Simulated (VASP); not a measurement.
Wanted: the native input for a VASP 6.6.1 run.

- Task: single point
- Functional: RPBE
- Potentials or basis: VASP PAW PBE potentials, release 64 (Cd)
- Cutoff: 500 eV
- k mesh: 10 × 10 × 10
- Occupations: gaussian, width 0.05 eV
- Spin: no spin polarisation
- Dipole correction: no
- Further INCAR settings: ALGO = Normal; EDIFF = 1e-06; NBANDS = 12

The structure of Cd lies in POSCAR:

```
Cd
1.0
    0.0000000000      2.2181497500      2.2181497500
    2.2181497500      0.0000000000      2.2181497500
    2.2181497500      2.2181497500      0.0000000000
Cd
1
Direct
    0.0000000000      0.0000000000      0.0000000000
```

These files were run (other wordings do the same):

INCAR

```
ALGO = Normal
EDIFF = 1E-6
ENCUT = 500
GGA = RP
GGA_COMPAT = False
ISIF = 2
ISMEAR = 0
LASPH = True
LCHARG = True
LELF = True
LREAL = False
LVHAR = True
LWAVE = False
NBANDS = 12
NELM = 120
PREC = Accurate
SIGMA = 0.05
```

KPOINTS

```
k-points
0
Gamma
  10 10 10
```

Potentials or basis: VASP PAW PBE potentials, release 64 (Cd).

Launch:

```sh
$ cat potpaw_PBE.64/Cd/POTCAR > POTCAR
$ mpirun -np 1 vasp_std > vasp.out
```

Results of the run:

```yaml
Pressure: 5.3 GPa
Band_gap_on_the_k_mesh: zero (band 6 reaches 4.13 eV, above the bottom of band 7 at 1.69 eV)
```

Caveat: the PAW data sets were made with another functional, which shifts forces and pressure a little.

Run time: 4.1 s on 1 thread of Intel(R) Xeon(R) 6975P-C (Granite Rapids), on a shared host, peak memory 0.14 GiB.
